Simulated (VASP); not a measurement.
Si33C32 (a cell with a defect): single point with PBEsol

System: Si33C32 (a cell with a defect).

```xyz
65
Lattice="8.7137 0.0000 0.0000 0.0000 8.7137 0.0000 0.0000 0.0000 8.7137" Properties=species:S:1:pos:R:3 pbc="T T T"
Si    0.0051    0.0058    0.0035
Si    0.0036    0.0037    4.3423
Si    0.0056    4.3581    0.0203
Si    0.0101    4.3645    4.3261
Si    4.3573    0.0065    0.0201
Si    4.3643    0.0106    4.3261
Si    4.3571    4.3610    0.1919
Si    4.3975    4.3974    4.1447
Si    2.1618    2.1614    0.0128
Si    2.1593    2.1590    4.3396
Si    2.1382    6.5428    0.0133
Si    2.1657    6.5415    4.3449
Si    6.5430    2.1383    0.0125
Si    6.5426    2.1648    4.3444
Si    6.5377    6.5374    0.0028
Si    6.5473    6.5463    4.3181
Si    2.1652    0.0032    2.1744
Si    2.1465    0.0114    6.5351
Si    2.1458    4.3628    2.1792
Si    1.9670    4.3886    6.5602
Si    6.5389    0.0072    2.1749
Si    6.5531    0.0084    6.5283
Si    6.5541    4.3618    2.1730
Si    6.7219    4.3750    6.5145
Si    0.0029    2.1651    2.1743
Si    0.0109    2.1461    6.5349
Si    0.0068    6.5386    2.1750
Si    0.0078    6.5527    6.5288
Si    4.3624    2.1455    2.1793
Si    4.3872    1.9672    6.5587
Si    4.3613    6.5534    2.1733
Si    4.3732    6.7205    6.5165
Si    4.3660    4.3683    6.5238
C     1.0893    1.0895    1.0945
C     1.0990    1.0990    5.4464
C     1.0908    5.4454    1.0896
C     1.0651    5.4762    5.4194
C     5.4453    1.0914    1.0892
C     5.4765    1.0653    5.4191
C     5.4718    5.4716    1.1147
C     5.4336    5.4330    5.4578
C     3.2478    3.2475    1.1253
C     3.3059    3.3050    5.4859
C     3.2690    7.6184    1.0798
C     3.2490    7.6619    5.4271
C     7.6181    3.2689    1.0795
C     7.6623    3.2484    5.4268
C     7.6279    7.6282    1.0879
C     7.6198    7.6198    5.4456
C     3.2718    1.0980    3.2736
C     3.2446    1.0646    7.6520
C     3.2468    5.4741    3.2367
C     3.2930    5.4189    7.5994
C     7.6313    1.0920    3.2650
C     7.6274    1.0931    7.6206
C     7.6295    5.4460    3.2643
C     7.6557    5.4672    7.6439
C     1.0978    3.2719    3.2733
C     1.0641    3.2448    7.6520
C     1.0921    7.6310    3.2654
C     1.0928    7.6277    7.6207
C     5.4744    3.2467    3.2364
C     5.4174    3.2945    7.5973
C     5.4460    7.6293    3.2646
C     5.4669    7.6559    7.6434
```

```
Program                : VASP 6.6.1
Task                   : single point
Functional             : PBEsol
Potentials or basis    : VASP PAW PBE potentials, release 64 (Si, C)
Cutoff                 : 520 eV
k mesh                 : 1 × 1 × 1, shifted
Occupations            : fermi-dirac, width 0.05 eV
Spin                   : collinear spin
Fixed moment           : 1 μB
Dipole correction      : no
Charge                 : 1
Further INCAR settings : LREAL = Auto; ALGO = Normal; EDIFF = 1e-06; NBANDS = 172; ISYM = 0; NELECT = 259.0
```

| Quantity | Value |
| --- | --- |
| Largest force | 0.386 eV/Å |
| Net moment | 1.00 μB per cell |
| Valence electrons inside the program's atomic spheres | Si 1.67, 1.66, 1.68, 1.64, 1.70 (each value once); C 2.54, 2.55, 2.56, 2.51, 2.48, 2.53, 2.50, 2.49 (each value once) |

Forces on the atoms (eV/Å):
```
Si  -0.032 -0.035  0.113
Si   0.016  0.013  0.135
Si  -0.105 -0.019  0.072
Si  -0.013 -0.023  0.113
Si  -0.009 -0.110  0.075
Si  -0.019 -0.018  0.114
Si   0.057  0.030  0.046
Si  -0.192 -0.193  0.140
Si   0.134  0.140  0.030
Si   0.127  0.129  0.048
Si   0.312  0.217  0.066
Si   0.120  0.157  0.022
Si   0.201  0.323  0.066
Si   0.147  0.127  0.024
Si   0.111  0.121 -0.006
Si   0.220  0.234  0.145
Si   0.172 -0.001  0.075
Si   0.182 -0.037  0.066
Si   0.175 -0.022  0.065
Si   0.263 -0.203 -0.109
Si   0.200 -0.048  0.044
Si   0.182 -0.115  0.075
Si   0.174 -0.039 -0.014
Si   0.248 -0.034  0.206
Si  -0.001  0.172  0.073
Si  -0.034  0.183  0.068
Si  -0.046  0.210  0.045
Si  -0.112  0.191  0.073
Si  -0.014  0.178  0.062
Si  -0.197  0.268 -0.103
Si  -0.032  0.185 -0.015
Si  -0.020  0.278  0.192
Si  -0.132 -0.161  0.102
C   -0.063 -0.065 -0.088
C   -0.091 -0.092 -0.085
C   -0.032 -0.110 -0.113
C   -0.070 -0.078 -0.076
C   -0.106 -0.037 -0.112
C   -0.078 -0.072 -0.076
C   -0.085 -0.081 -0.034
C   -0.072 -0.066 -0.005
C   -0.060 -0.051 -0.119
C   -0.090 -0.079 -0.132
C   -0.095 -0.041 -0.027
C   -0.033 -0.087 -0.091
C   -0.039 -0.093 -0.029
C   -0.089 -0.028 -0.095
C   -0.046 -0.048 -0.039
C   -0.027 -0.029 -0.105
C   -0.086 -0.058 -0.071
C   -0.081 -0.069 -0.060
C   -0.096 -0.036 -0.046
C   -0.021  0.017 -0.044
C   -0.097 -0.060 -0.052
C   -0.117 -0.044 -0.088
C   -0.119 -0.094 -0.022
C   -0.041 -0.033 -0.074
C   -0.055 -0.085 -0.068
C   -0.065 -0.083 -0.056
C   -0.058 -0.099 -0.052
C   -0.042 -0.118 -0.086
C   -0.035 -0.097 -0.045
C    0.025 -0.022 -0.028
C   -0.089 -0.119 -0.023
C   -0.031 -0.043 -0.067
```

Wall time 33 min on 1 thread of Oxide Virtual Turin-like Processor (shared host), peak memory 1.2 GiB.

Caveat: the k points lie up to 0.36 Å⁻¹ apart; the cell carries a net charge on a neutralising background, which shifts energy and pressure; the PAW data sets were made with another functional, which shifts forces and pressure a little; the total moment is fixed, so each spin has its own Fermi level and the state may be an excited one.
